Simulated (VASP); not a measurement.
# Ta (P6_3/mmc) in VASP: single point with PBEsol

Aim: the single point of Ta with PBEsol.

Everything below comes from runs of VASP 6.6.1. Logs are shortened: lines on timing, memory, paths and dates and some standing lists are left out, and cuts for length are marked.

## (1) The cell of the first run

The structure is hexagonal, space group P6_3/mmc (No. 194). Conventional cell: a = 2.900 Å, b = 2.900 Å, c = 5.166 Å, α = 90.00°, β = 90.00°, γ = 120.00°. Ta (site symmetry -6m2) has 12 Ta at 2.90 to 3.08 Å within 3.8 Å.

## (2) Single point, PBEsol

INCAR reads:

```
SYSTEM = Ta
  PREC = Accurate
  ENCUT = 520
  EDIFF = 1E-6
  ISMEAR = -1
  SIGMA = 0.05
  LREAL = .False.
  LASPH = .True.
  NELM = 60
  ALGO = Normal
  ISIF = 2
  LWAVE = .False.
  LCHARG = .True.
  GGA = PS
  LELF = .True.
  LVHAR = .True.
  NBANDS = 18
```

KPOINTS reads:

```
regular mesh
0
Gamma
  12 12 6
  0 0 0
```

POSCAR reads:

```
Ta
1.0
    2.9003720700      0.0000000000      0.0000000000
   -1.4501860400      2.5117959000      0.0000000000
    0.0000000000      0.0000000000      5.1662740000
Ta
2
Direct
    0.6666666700      0.3333333300      0.7500000000
    0.3333333300      0.6666666700      0.2500000000
```

Potentials or basis: VASP PAW PBE potentials, release 64 (Ta_pv).

Started as:

```sh
cat potpaw_PBE.64/Ta_pv/POTCAR > POTCAR
mpirun -np 1 vasp_std > vasp.out
```

OUTCAR:

```text
SYSTEM = Ta
   PREC = Accurate
   ENCUT = 520
   EDIFF = 1E-6
   ISMEAR = -1
   LREAL = .False.
   LASPH = .True.
   NELM = 60
   ISIF = 2
   GGA = PS

 ion  position               nearest neighbor table
   1  0.667  0.333  0.750-   2 3.08   2 3.08   2 3.08   2 3.08   2 3.08   2 3.08
   2  0.333  0.667  0.250-   1 3.08   1 3.08   1 3.08   1 3.08   1 3.08   1 3.08

  LATTYP: Found a hexagonal cell.
 ALAT       =     2.9003720700
 C/A-ratio  =     1.7812452593

  Lattice vectors:

 A1 = (   2.9003720700,   0.0000000000,   0.0000000000)
 A2 = (  -1.4501860400,   2.5117959000,   0.0000000000)
 A3 = (   0.0000000000,   0.0000000000,   5.1662740000)

Analysis of symmetry for initial positions (statically):
=====================================================================
 Subroutine PRICEL returns:
 Original cell was already a primitive cell.

 Routine SETGRP: Setting up the symmetry group for a
 hexagonal supercell.

 Subroutine GETGRP returns: Found 24 space group operations
 (whereof 12 operations were pure point group operations)
 out of a pool of 24 trial point group operations.

The static configuration has the point symmetry D_3d.
 The point group associated with its full space group is D_6h.

Analysis of symmetry for dynamics (positions and initial velocities):
=====================================================================
 Subroutine PRICEL returns:
 Original cell was already a primitive cell.

 Routine SETGRP: Setting up the symmetry group for a
 hexagonal supercell.

 Subroutine GETGRP returns: Found 24 space group operations
 (whereof 12 operations were pure point group operations)
 out of a pool of 24 trial point group operations.

The dynamic configuration has the point symmetry D_3d.
 The point group associated with its full space group is D_6h.

 Subroutine INISYM returns: Found 24 space group operations
 (whereof 12 operations are pure point group operations),
 and found     1 'primitive' translations

----------------------------------------------------------------------------------------

                                     Primitive cell

  volume of cell :      37.6370

  direct lattice vectors                    reciprocal lattice vectors
     2.900372070  0.000000000  0.000000000     0.344783351  0.199060760  0.000000000
    -1.450186040  2.511795900  0.000000000     0.000000000  0.398121519  0.000000000
     0.000000000  0.000000000  5.166274000     0.000000000  0.000000000  0.193563098

  length of vectors
     2.900372070  2.900372079  5.166274000     0.398121521  0.398121519  0.193563098

  position of ions in fractional coordinates (direct lattice)
     0.666666670  0.333333330  0.750000000
     0.333333330  0.666666670  0.250000000

  ion indices of the primitive-cell ions
   primitive index   ion index
                 1           1
                 2           2

----------------------------------------------------------------------------------------

 KPOINTS: regular mesh

Automatic generation of k-mesh.
 Grid dimensions read from file:
 generate k-points for:   12   12    6

 Generating k-lattice:

  Cartesian coordinates                     Fractional coordinates (reciprocal lattice)
     0.028731946  0.016588397  0.000000000     0.083333333 -0.000000000  0.000000000
     0.000000000  0.033176793  0.000000000     0.000000000  0.083333333  0.000000000
     0.000000000  0.000000000  0.032260516     0.000000000  0.000000000  0.166666667

  Length of vectors
     0.033176793  0.033176793  0.032260516

  Shift w.r.t. Gamma in fractional coordinates (k-lattice)
     0.000000000  0.000000000  0.000000000

 Subroutine IBZKPT returns following result:
 ===========================================

 Found     76 irreducible k-points:

 Following reciprocal coordinates:
            Coordinates               Weight
  0.000000  0.000000  0.000000      1.000000
  0.083333  0.000000  0.000000      6.000000
  0.166667  0.000000  0.000000      6.000000
  0.250000 -0.000000  0.000000      6.000000
  0.333333 -0.000000  0.000000      6.000000
  0.416667 -0.000000  0.000000      6.000000
[... 16 lines left out ...]
  0.250000 -0.000000  0.166667     12.000000
  0.333333 -0.000000  0.166667     12.000000
 [... further k-points ...]
   k-points           NKPTS =     76   k-points in BZ     NKDIM =     76   number of bands    NBANDS=     18
   number of dos      NEDOS =    301   number of ions     NIONS =      2
   total plane-waves  NPLWV =  23040
   dimension x,y,z NGX =    24 NGY =   24 NGZ =   40
   dimension x,y,z NGXF=    48 NGYF=   48 NGZF=   80
   ions per type =               2
   NGX,Y,Z   is equivalent  to a cutoff of  13.76, 13.76, 12.87 a.u.
   NGXF,Y,Z  is equivalent  to a cutoff of  27.51, 27.51, 25.74 a.u.
 SYSTEM =  Ta
   PREC   = accura    normal or accurate (medium, high low for compatibility)
   ISTART =      0    job   : 0-new  1-cont  2-samecut
   ICHARG =      2    charge: 1-file 2-atom 10-const
   ISPIN  =      1    spin polarized calculation?
   LNONCOLLINEAR =      F non collinear calculations
   LSORBIT =      F    spin-orbit coupling
   LASPH  =      T    aspherical Exc in radial PAW
   ENCUT  =  520.0 eV  38.22 Ry    6.18 a.u.   5.39  5.39  9.61*2*pi/ulx,y,z
   NELM   =     60;   NELMIN=  2; NELMDL= -5     # of ELM steps
   EDIFF  = 0.1E-05   stopping-criterion for ELM
   LREAL  =      F    real-space projection
   EDIFFG = 0.1E-04   stopping-criterion for IOM
   NSW    =      0    number of steps for IOM
   IBRION =     -1    ionic relax: 0-MD 1-quasi-New 2-CG
   NFREE  =      0    steps in history (QN), initial steepest desc. (CG)
   ISIF   =      2    stress and relaxation
   ISYM   =      2    0-nonsym 1-usesym 2-fastsym
   POTIM  = 0.5000    time-step for ionic-motion
   TEBEG  =    0.0;   TEEND  =   0.0 temperature during run
   PSTRESS=    0.0 pullay stress
   NELECT =      22.0000    total number of electrons
   NUPDOWN=      -1.0000    fix difference up-down
   EMIN   =  10.00;   EMAX   =-10.00  energy-range for DOS
   EFERMI =   0.00;   METHOD = LEGACY
   ISMEAR =    -1;   SIGMA  =   0.05  broadening in eV -4-tet -1-fermi 0-gaus
   EFERMI_NEDOS =   21; number of points for ismear=-14 and -15
   IALGO  =     38    algorithm
   IMIX   =      4    mixing-type and parameters
     AMIX     =   0.40;   BMIX     =  1.00
     AMIX_MAG =   1.60;   BMIX_MAG =  1.00
  volume/ion in A,a.u.               =      18.82       126.99
  Fermi-wavevector in a.u.,A,eV,Ry     =   1.368812  2.586680 25.492516  1.873647
  Thomas-Fermi vector in A             =   2.494743
   LORBIT       =      0    0 simple, 1 ext, 2 COOP (PROOUT), +10 PAW based schemes
   GGA     = PS    functional components
   LHFCALC =     F    Hartree Fock is set to
   AEXX    =    0.0000 exact exchange contribution
   IVDW    =     0    specifies the selected vdW correction
   LEPSILON=     F    determine dielectric tensor
   LRPA    =     F    only Hartree local field effects (RPA)
 non-spin polarized calculation
  energy-cutoff  :      520.00
  volume of cell :       37.64
 maximum number of plane-waves:      1045
 NGX is ok and might be reduce to    24
   NGX = 11   NGY = 11   NGZ = 19

 number of electron      22.0000003 magnetization

 Free energy of the ion-electron system (eV)
  ---------------------------------------------------
  ext. energy  EPLUGINS =         0.00000000
  ---------------------------------------------------
  free energy    TOTEN  =       -24.49428938 eV

  energy without entropy =      -24.47523923  energy(sigma->0) =      -24.48476431

 E-fermi :   5.3832     XC(G=0): -12.4927

 val. band max:        5.3416647665   @ k =   0.3333  -0.0000   0.0000
 cond. band min:       5.4111345662   @ k =   0.1667   0.0833   0.3333
 fundamental gap:      0.0694697998
 Fermi energy:         5.3832312409

 k-point     1 :       0.0000    0.0000    0.0000
  band No.  band energies     occupation
      1     -29.1212      2.00000
      2     -28.3076      2.00000
      3     -28.1901      2.00000
      4     -28.1901      2.00000
      5     -28.1079      2.00000
      6     -28.1079      2.00000
[... 10 lines left out ...]
     17      10.5073      0.00000
     18      10.5073      0.00000

 k-point     2 :       0.0833    0.0000    0.0000
  band No.  band energies     occupation
      1     -29.0991      2.00000
      2     -28.3101      2.00000
      3     -28.2617      2.00000
      4     -28.2095      2.00000
      5     -28.1811      2.00000
      6     -28.1212      2.00000
[... 10 lines left out ...]
     17      10.6136      0.00000
     18      11.0591      0.00000

 k-point     3 :       0.1667    0.0000    0.0000
  band No.  band energies     occupation
      1     -29.0365      2.00000
      2     -28.4552      2.00000
      3     -28.3754      2.00000
      4     -28.3190      2.00000
      5     -28.2612      2.00000
      6     -28.1579      2.00000
[... 10 lines left out ...]
     17      10.7932      0.00000
     18      12.2172      0.00000

 k-point     4 :       0.2500   -0.0000    0.0000
  band No.  band energies     occupation
      1     -28.9436      2.00000
      2     -28.7149      2.00000
      3     -28.6289      2.00000
      4     -28.3382      2.00000
      5     -28.3296      2.00000
      6     -28.2092      2.00000
[... 375 lines left out ...]
      4     -28.3201      2.00000
      5     -28.2544      2.00000
      6     -28.1649      2.00000
[... 10 lines left out ...]
     17      10.6572      0.00000
     18      11.5630      0.00000

 k-point    23 :       0.2500   -0.0000    0.1667
  band No.  band energies     occupation
      1     -28.9276      2.00000
      2     -28.6947      2.00000
      3     -28.6454      2.00000
      4     -28.3596      2.00000
      5     -28.3217      2.00000
      6     -28.2174      2.00000
[... 10 lines left out ...]
     17      10.7136      0.00000
     18      12.1807      0.00000

 k-point    24 :       0.3333   -0.0000    0.1667
  band No.  band energies     occupation
      1     -28.9974      2.00000
      2     -28.8995      2.00000
      3     -28.7634      2.00000
      4     -28.3871      2.00000
      5     -28.3861      2.00000
      6     -28.2702      2.00000
[... 10 lines left out ...]
     17      10.8175      0.00000
     18      12.4429      0.00000

 [... further k-points ...]
[... 5 lines left out ...]
  --------------------------------------------------------------------------------------
  -------------------------------------------------------------------------------------
  Total       -1.7821061     -1.7821061     -1.5569234      0.0000000     -0.0000000      0.0000000
  in kB      -75.8627585    -75.8627590    -66.2769234      0.0000002     -0.0000000      0.0000000
  external PRESSURE =     -72.6674803 kB  Pullay stress =       0.0000000 kB

 VOLUME and BASIS-vectors are now :
 -----------------------------------------------------------------------------
  energy-cutoff  :      520.00
  volume of cell :       37.64
      direct lattice vectors                 reciprocal lattice vectors
     2.900372070  0.000000000  0.000000000     0.344783351  0.199060760  0.000000000
    -1.450186040  2.511795900  0.000000000     0.000000000  0.398121519  0.000000000
     0.000000000  0.000000000  5.166274000     0.000000000  0.000000000  0.193563098

 POSITION                                       TOTAL-FORCE (eV/Angst)
 -----------------------------------------------------------------------------------
      1.45019      0.83727      3.87471        -0.000000     -0.000000      0.000000
     -0.00000      1.67453      1.29157         0.000000      0.000000      0.000000
 -----------------------------------------------------------------------------------
    total drift:                               -0.000001      0.000001     -0.000000

  FREE ENERGIE OF THE ION-ELECTRON SYSTEM (eV)
  ---------------------------------------------------
  free  energy   TOTEN  =       -24.4942893822 eV

  energy  without entropy=      -24.4752392336  energy(sigma->0) =      -24.48476431
```

Run time: 1.9 min. Hardware: 1 thread of AMD EPYC 7R13, shared host; peak memory 0.16 GiB.

What came out:

| Property | Result |
| --- | --- |
| Free energy | -24.4943 eV |
| Pressure | -7.3 GPa |
| Band gap on the k mesh | zero (band 11 reaches 6.88 eV, above the bottom of band 12 at 4.68 eV) |

Stress tensor (GPa, compression positive):
```
-7.59  0.00  0.00
 0.00 -7.59  0.00
 0.00  0.00 -6.63
```

Caveat: the PAW data sets were made with another functional, which shifts forces and pressure a little; spin-orbit coupling is left out, which moves the levels of the heavy elements.
